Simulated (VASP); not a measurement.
Runs of VASP 6.6.1 on C. The structure is that of space group P6_3/mmc (No. 194), or close to it. The cells are those of the table. 

| task | cell | k mesh | cutoff (eV) | smearing | gap on the mesh (eV) | pressure (GPa) |
| --- | --- | --- | --- | --- | --- | --- |
| relaxation of cell and atoms | relaxed to 10 GPa from a = 2.445, b = 2.445, c = 6.654 Å, angles 90.0, 90.0, 120.0°, 4 atoms | 10 × 10 × 4 | 600 | gaussian 0.01 eV | (c) | 10.0 |
| relaxation of cell and atoms | relaxed to 4 GPa from a = 2.445, b = 2.445, c = 6.654 Å, angles 90.0, 90.0, 120.0°, 4 atoms | 10 × 10 × 4 | 600 | gaussian 0.01 eV | 0.81 | 4.0 |
| relaxation of cell and atoms | relaxed to 2 GPa from a = 2.445, b = 2.445, c = 6.654 Å, angles 90.0, 90.0, 120.0°, 4 atoms | 10 × 10 × 4 | 600 | gaussian 0.01 eV | 0.96 | 2.0 |
| single point | a = 2.437, b = 2.437, c = 6.169 Å, angles 90.0, 90.0, 120.0°, 4 atoms | 10 × 10 × 4 | 520 | gaussian 0.01 eV | 0.85 | 4.9 |
| single point | a = 2.445, b = 2.445, c = 6.654 Å, angles 90.0, 90.0, 120.0°, 4 atoms | 20 × 20 × 6 | 520 | fermi-dirac 0.08 eV | 0.61 | 0.8 |
| single point | a = 2.421, b = 2.421, c = 5.629 Å, angles 90.0, 90.0, 120.0°, 4 atoms | 10 × 10 × 4 | 520 | gaussian 0.01 eV | (b) | 16.0 |
| relaxation of cell and atoms | relaxed to 7 GPa from a = 2.445, b = 2.445, c = 6.654 Å, angles 90.0, 90.0, 120.0°, 4 atoms | 10 × 10 × 4 | 600 | gaussian 0.01 eV | 0.65 | 7.0 |
| relaxation of cell and atoms | relaxed from a = 2.470, b = 2.470, c = 6.790 Å, angles 90.0, 90.0, 120.0°, 4 atoms | 20 × 20 × 6 | 600 | fermi-dirac 0.08 eV | 0.60 | 0.0 |
| single point | a = 2.441, b = 2.441, c = 6.363 Å, angles 90.0, 90.0, 120.0°, 4 atoms | 10 × 10 × 4 | 520 | gaussian 0.01 eV | 1.00 | (a) |
| relaxation of cell and atoms | relaxed to 15 GPa from a = 2.445, b = 2.445, c = 6.654 Å, angles 90.0, 90.0, 120.0°, 4 atoms | 10 × 10 × 4 | 600 | gaussian 0.01 eV | 0.36 | 15.0 |
| single point | a = 2.443, b = 2.443, c = 6.501 Å, angles 90.0, 90.0, 120.0°, 4 atoms | 10 × 10 × 4 | 520 | gaussian 0.01 eV | 1.10 | 1.8 |
| single point | a = 2.432, b = 2.432, c = 5.964 Å, angles 90.0, 90.0, 120.0°, 4 atoms | 10 × 10 × 4 | 520 | gaussian 0.01 eV | 0.67 | 7.9 |

Alike in all rows: level LDA; potentials or basis VASP PAW LDA potentials, release 64 (C); no spin polarisation.

Problem. Fill in the values left out.

Solution. (a) 2.9; (b) 0.37; (c) 0.53.

Caveats: the cell is relaxed towards a set pressure, so the enthalpy falls and the energy may rise (some runs).

A k mesh can miss the band edges.
